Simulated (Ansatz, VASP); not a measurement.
One calculation of Sb2S, two programs

File INCAR:

```
SYSTEM = Sb2S
PREC = Accurate
ENCUT = 520
EDIFF = 1E-6
ISMEAR = 0
SIGMA = 0.1
LREAL = .FALSE.
LASPH = .TRUE.
NELM = 100
ALGO = Normal
ISIF = 2
LWAVE = .FALSE.
LCHARG = .TRUE.
GGA = PE
LELF = .TRUE.
LVHAR = .TRUE.
NBANDS = 15
```

The input KPOINTS:

```
regular mesh
0
G
  6 6 6
  0 0 0
```

POSCAR

```
Sb2S
1.0
   -2.3919180600      2.3919180600      2.9642157300
    2.3919180600     -2.3919180600      2.9642157300
    2.3919180600      2.3919180600     -2.9642157300
Sb S
2 1
Direct
    0.2500000000      0.7500000000      0.5000000000
    0.7500000000      0.2500000000      0.5000000000
    0.0000000000      0.0000000000      0.0000000000
```

Input for Ansatz:

```yaml
crystal:
  lattice:
    - [-2.39191806, 2.39191806, 2.96421573]
    - [2.39191806, -2.39191806, 2.96421573]
    - [2.39191806, 2.39191806, -2.96421573]
  atoms:
    - { symbol: Sb, position: [0.25, 0.75, 0.5] }
    - { symbol: Sb, position: [0.75, 0.25, 0.5] }
    - { symbol: S, position: [0.0, 0.0, 0.0] }
basis:
  ecutwfc: 420
kpoints:
  mp_grid: { grid: [6, 6, 6] }
hamiltonian:
  xc: pbe
scf:
  occupations: { method: gaussian, width: 0.1 }
  lower_state_search: "off"
output:
  forces: true
  stress: true
  eigenvalues: true
```

Change from the starting cell: species swapped into the HfH2 type (I4/mmm, No. 139).

Alike in both runs: task single point; functional PBE; k mesh 6 × 6 × 6; occupations gaussian, width 0.1 eV; no spin polarisation.

|  | VASP | Ansatz |
| --- | --- | --- |
| version | VASP 6.6.1 | Ansatz 0.2.0 |
| potentials or method | VASP PAW PBE potentials, release 64 (Sb, S), cutoff 520 eV | scalar-relativistic, plane waves, PAW |
| valence electrons in the cell | 16 | 36 |

|  | VASP | Ansatz | Ansatz less VASP |
| --- | --- | --- | --- |
| gap on the k mesh at the Fermi level (eV) | none | none | - |
| pressure (GPa) | 12.8 | 13.1 | +0.22 |
| traceless stress, the component that is largest in VASP (GPa) | 0.96 | 0.91 | -0.049 |

A gap of «none» marks a metal or a gap that the smearing closes. With one functional, cell and mesh, what is left measures potentials, basis and numerics. VASP's potentials hold 16 valence electrons a cell and Ansatz's 36, so a difference there can come from the potentials and not from the codes.

Neither program's run includes spin-orbit coupling.
